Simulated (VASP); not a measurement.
# Cl (Cmc2_1) in VASP: single point with PBEsol

Aim: the single point of Cl with PBEsol.

Everything below comes from runs of VASP 6.6.1. Logs are shortened: lines on timing, memory, paths and dates and some standing lists are left out, and cuts for length are marked.

## 1. The cell of the first run

It takes space group Cmc2_1 (No. 36, orthorhombic). Conventional cell: a = 6.083 Å, b = 4.309 Å, c = 7.910 Å, α = 90.00°, β = 90.00°, γ = 90.00°. Within 2.5 Å of Cl (site symmetry m) lie 1 Cl at 1.88 Å. Within 2.5 Å of Cl (site symmetry m) lie 1 Cl at 1.88 Å.

## 2. Single point, PBEsol (strained and its atoms moved)

INCAR reads:

```
ALGO = Normal ; EDIFF = 1E-6
ENCUT = 520 ; GGA = PS
ISIF = 2 ; ISMEAR = 0
LASPH = True ; LCHARG = False
LREAL = False ; LWAVE = False
NBANDS = 22 ; NELM = 100
PREC = Accurate ; SIGMA = 0.02
```

KPOINTS reads:

```
k-points
0
Gamma
  8 8 4
```

POSCAR reads:

```
Cl
1.0
    3.0413760000     -2.1547456000      0.0000000000
    3.0413760000      2.1547456000      0.0000000000
    0.0000000000      0.0000000000      7.9103542000
Cl
4
Direct
    0.1232824733      0.8767175267      0.0887590437
    0.6665771626      0.3334228374      0.4112409563
    0.8334228374      0.1665771626      0.9112409563
    0.3767175267      0.6232824733      0.5887590437
```

Potentials or basis: VASP PAW PBE potentials, release 64 (Cl).

Command:

```bash
$ cat potpaw_PBE.64/Cl/POTCAR > POTCAR
$ mpirun -np 1 vasp_std > vasp.out
```

OUTCAR:

```text
EDIFF = 1E-6
   ENCUT = 520
   GGA = PS
   ISIF = 2
   ISMEAR = 0
   LASPH = True
   LREAL = False
   NELM = 100
   PREC = Accurate

 ion  position               nearest neighbor table
   1  0.123  0.877  0.089-   3 1.88
   2  0.667  0.333  0.411-   4 1.88
   3  0.833  0.167  0.911-   1 1.88
   4  0.377  0.623  0.589-   2 1.88

  LATTYP: Found a base centered orthorhombic cell.
 ALAT       =     4.3094912000
 B/A-ratio  =     1.4114779954
 C/A-ratio  =     1.8355656928

  Lattice vectors:

 A1 = (  -3.0413760000,  -2.1547456000,   0.0000000000)
 A2 = (   3.0413760000,  -2.1547456000,   0.0000000000)
 A3 = (   0.0000000000,   0.0000000000,   7.9103542000)

Analysis of symmetry for initial positions (statically):
=====================================================================
 Subroutine PRICEL returns:
 Original cell was already a primitive cell.

 Routine SETGRP: Setting up the symmetry group for a
 base centered orthorhombic supercell.

 Subroutine GETGRP returns: Found  4 space group operations
 (whereof  2 operations were pure point group operations)
 out of a pool of  8 trial point group operations.

The static configuration has the point symmetry C_1h.
 The point group associated with its full space group is C_2v.

Analysis of symmetry for dynamics (positions and initial velocities):
=====================================================================
 Subroutine PRICEL returns:
 Original cell was already a primitive cell.

 Routine SETGRP: Setting up the symmetry group for a
 base centered orthorhombic supercell.

 Subroutine GETGRP returns: Found  4 space group operations
 (whereof  2 operations were pure point group operations)
 out of a pool of  8 trial point group operations.

The dynamic configuration has the point symmetry C_1h.
 The point group associated with its full space group is C_2v.

 Subroutine INISYM returns: Found  4 space group operations
 (whereof  2 operations are pure point group operations),
 and found     1 'primitive' translations

----------------------------------------------------------------------------------------

                                     Primitive cell

  volume of cell :     103.6793

  direct lattice vectors                    reciprocal lattice vectors
[... 82 lines left out ...]
   PREC   = accura    normal or accurate (medium, high low for compatibility)
   ISTART =      0    job   : 0-new  1-cont  2-samecut
   ICHARG =      2    charge: 1-file 2-atom 10-const
   ISPIN  =      1    spin polarized calculation?
   LNONCOLLINEAR =      F non collinear calculations
   LSORBIT =      F    spin-orbit coupling
   LASPH  =      T    aspherical Exc in radial PAW
   ENCUT  =  520.0 eV  38.22 Ry    6.18 a.u.   6.93  6.93 14.71*2*pi/ulx,y,z
   NELM   =    100;   NELMIN=  2; NELMDL= -5     # of ELM steps
   EDIFF  = 0.1E-05   stopping-criterion for ELM
   LREAL  =      F    real-space projection
   EDIFFG = 0.1E-04   stopping-criterion for IOM
   NSW    =      0    number of steps for IOM
   IBRION =     -1    ionic relax: 0-MD 1-quasi-New 2-CG
   NFREE  =      0    steps in history (QN), initial steepest desc. (CG)
   ISIF   =      2    stress and relaxation
   ISYM   =      2    0-nonsym 1-usesym 2-fastsym
   POTIM  = 0.5000    time-step for ionic-motion
   TEBEG  =    0.0;   TEEND  =   0.0 temperature during run
   PSTRESS=    0.0 pullay stress
   NELECT =      28.0000    total number of electrons
   NUPDOWN=      -1.0000    fix difference up-down
   EMIN   =  10.00;   EMAX   =-10.00  energy-range for DOS
   EFERMI =   0.00;   METHOD = LEGACY
   ISMEAR =     0;   SIGMA  =   0.02  broadening in eV -4-tet -1-fermi 0-gaus
   EFERMI_NEDOS =   21; number of points for ismear=-14 and -15
   IALGO  =     38    algorithm
   IMIX   =      4    mixing-type and parameters
     AMIX     =   0.40;   BMIX     =  1.00
     AMIX_MAG =   1.60;   BMIX_MAG =  1.00
  volume/ion in A,a.u.               =      25.92       174.92
  Fermi-wavevector in a.u.,A,eV,Ry     =   1.058190  1.999688 15.235331  1.119765
  Thomas-Fermi vector in A             =   2.193490
   LORBIT       =      0    0 simple, 1 ext, 2 COOP (PROOUT), +10 PAW based schemes
   GGA     = PS    functional components
   LHFCALC =     F    Hartree Fock is set to
   AEXX    =    0.0000 exact exchange contribution
   IVDW    =     0    specifies the selected vdW correction
   LEPSILON=     F    determine dielectric tensor
   LRPA    =     F    only Hartree local field effects (RPA)
 non-spin polarized calculation
 Gauss-broadening in eV      SIGMA  =   0.02
  energy-cutoff  :      520.00
  volume of cell :      103.68
 maximum number of plane-waves:      2814
   NGX = 13   NGY = 13   NGZ = 29

 number of electron      28.0000001 magnetization

 Free energy of the ion-electron system (eV)
  ---------------------------------------------------
  ext. energy  EPLUGINS =         0.00000000
  ---------------------------------------------------
  free energy    TOTEN  =        -7.62032109 eV

  energy without entropy =       -7.62032109  energy(sigma->0) =       -7.62032109

 E-fermi :   0.7823     XC(G=0):  -8.3955

 val. band max:        0.6262116938   @ k =   0.5000   0.0000   0.5000
 cond. band min:       3.7090263788   @ k =  -0.1250   0.1250   0.0000
 fundamental gap:      3.0828146851
 Fermi energy:         0.7823497197

 k-point     1 :       0.0000    0.0000    0.0000
  band No.  band energies     occupation
      1     -17.4924      2.00000
      2     -17.3157      2.00000
      3     -12.0129      2.00000
      4     -11.4104      2.00000
      5      -5.5527      2.00000
      6      -4.7320      2.00000
[... 589 lines left out ...]
     21      10.4229      0.00000
     22      11.0117      0.00000

 [... further k-points ...]
[... 5 lines left out ...]
  --------------------------------------------------------------------------------------
  -------------------------------------------------------------------------------------
  Total        0.4816064      4.9977714      5.6484204      0.0000000      0.0000000      0.0000000
  in kB        7.4423620     77.2315813     87.2861934      0.0000000      0.0000000      0.0000000
  external PRESSURE =      57.3200456 kB  Pullay stress =       0.0000000 kB

 VOLUME and BASIS-vectors are now :
 -----------------------------------------------------------------------------
  energy-cutoff  :      520.00
  volume of cell :      103.68
      direct lattice vectors                 reciprocal lattice vectors
     3.041376000 -2.154745600  0.000000000     0.164399272 -0.232045955  0.000000000
     3.041376000  2.154745600  0.000000000     0.164399272  0.232045955  0.000000000
     0.000000000  0.000000000  7.910354200     0.000000000  0.000000000  0.126416590

 POSITION                                       TOTAL-FORCE (eV/Angst)
 -----------------------------------------------------------------------------------
      3.04138      1.62346      0.70212         0.000000     -1.642308      2.190243
      3.04138     -0.71786      3.25306         0.000000     -1.621673     -2.190243
      3.04138     -1.43688      7.20824         0.000000      1.621673     -2.190243
      3.04138      0.53128      4.65729         0.000000      1.642308      2.190243
 -----------------------------------------------------------------------------------
    total drift:                               -0.000000      0.000000      0.000221

  FREE ENERGIE OF THE ION-ELECTRON SYSTEM (eV)
  ---------------------------------------------------
  free  energy   TOTEN  =        -7.6203210945 eV

  energy  without entropy=       -7.6203210945  energy(sigma->0) =       -7.62032109
```

It took 1.7 min on 1 thread of Intel Xeon Platinum 8259CL at 2.50GHz (Skylake/Cascade Lake), shared host; peak memory 0.24 GiB.

What came out:

| Quantity | Value |
| --- | --- |
| Free energy | -7.6203 eV |
| Pressure | 5.7 GPa |
| Largest force | 2.738 eV/Å |
| Band gap on the k mesh | 3.08 eV, indirect (least direct gap 3.29 eV) |

Forces in eV/Å, atoms in the order of the input:
```
Cl   0.000 -1.642  2.190
Cl   0.000 -1.622 -2.190
Cl   0.000  1.622 -2.190
Cl   0.000  1.642  2.190
```

Caveat: the cell differs from its parent crystal (strained and its atoms moved); the PAW data sets were made with another functional, which shifts forces and pressure a little.
